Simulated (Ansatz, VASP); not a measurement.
# TiC3: VASP beside Ansatz

The input INCAR:

```
SYSTEM = TiC3
PREC     = Accurate       ! precision mode
ENCUT    = 600            ! plane-wave cutoff, eV
EDIFF    = 1E-6           ! SCF threshold, eV
ISMEAR   = 0              ! smearing method
SIGMA    = 0.1            ! smearing width, eV
LREAL    = .FALSE.        ! projectors in reciprocal space
LASPH    = .TRUE.         ! aspherical terms in the spheres
NELM     = 80             ! most SCF steps
ALGO     = Normal         ! electronic algorithm
ISIF     = 3              ! what is computed and relaxed
LWAVE    = .FALSE.        ! write WAVECAR
LCHARG   = .FALSE.        ! write CHGCAR
GGA      = PE             ! functional
IBRION   = 2              ! ionic algorithm
NSW      = 90             ! ionic steps
EDIFFG   = -0.04          ! ionic threshold
```

The input KPOINTS:

```
Automatic mesh
0
G
  6 6 4
  0 0 0
```

Contents of POSCAR:

```
TiC3
1.0
    3.0182151874      0.0000000000      0.0000000000
   -1.5091075937      2.6138510264      0.0000000000
    0.0000000000      0.0000000000      4.2854269900
Ti C
1 3
Direct
    0.6666666667      0.3333333333      0.0000000000
    0.6666666667      0.3333333333      0.5000000000
    0.3333333333      0.6666666667      0.3234532236
    0.3333333333      0.6666666667      0.6765467764
```

Input for Ansatz:

```yaml
crystal:
  lattice:
    - [3.0182151874, 0.0, 0.0]
    - [-1.5091075937, 2.6138510264, 0.0]
    - [0.0, 0.0, 4.28542699]
  atoms:
    - { symbol: Ti, position: [0.6666666667, 0.3333333333, 0.0] }
    - { symbol: C, position: [0.6666666667, 0.3333333333, 0.5] }
    - { symbol: C, position: [0.3333333333, 0.6666666667, 0.3234532236] }
    - { symbol: C, position: [0.3333333333, 0.6666666667, 0.6765467764] }
basis:
  ecutwfc: 420
kpoints:
  mp_grid: { grid: [6, 6, 4] }
hamiltonian:
  xc: pbe
scf:
  occupations: { method: gaussian, width: 0.1 }
  lower_state_search: "off"
output:
  forces: true
  stress: true
  eigenvalues: true
relax:
  adjacent_minimum: "off"
  f_tol: 0.04
  max_steps: 70
  cell: { stress_tol: 0.4 }
```

Change from the starting cell: species swapped into the GaAg3 type (P-6m2, No. 187).

Alike in both runs: task relaxation of cell and atoms; functional PBE; k mesh 6 × 6 × 4; occupations gaussian, width 0.1 eV; no spin polarisation.

```csv
,VASP,Ansatz
version,VASP 6.6.1,Ansatz 0.2.0
potentials or method,"VASP PAW PBE potentials, release 64 (Ti_sv, C), cutoff 600 eV","scalar-relativistic, plane waves, PAW"
valence electrons in the cell,24,24
```

VASP gave:

| Property | Result |
| --- | --- |
| gap on the k mesh at the Fermi level, each at its own relaxed structure (eV) | none |
| relaxed volume (Å³/atom) | 8.45 |
| relaxed cell length with the largest relative difference (Å) | 3.023 |

Task: Estimate Ansatz's values.

Result: gap on the k mesh at the Fermi level, each at its own relaxed structure (eV): none; relaxed volume (Å³/atom): 8.47; relaxed cell length with the largest relative difference (Å): 3.027.

A gap of «none» marks a metal or a gap that the smearing closes.

The k mesh is coarse, so the values compare programs but aren't converged.
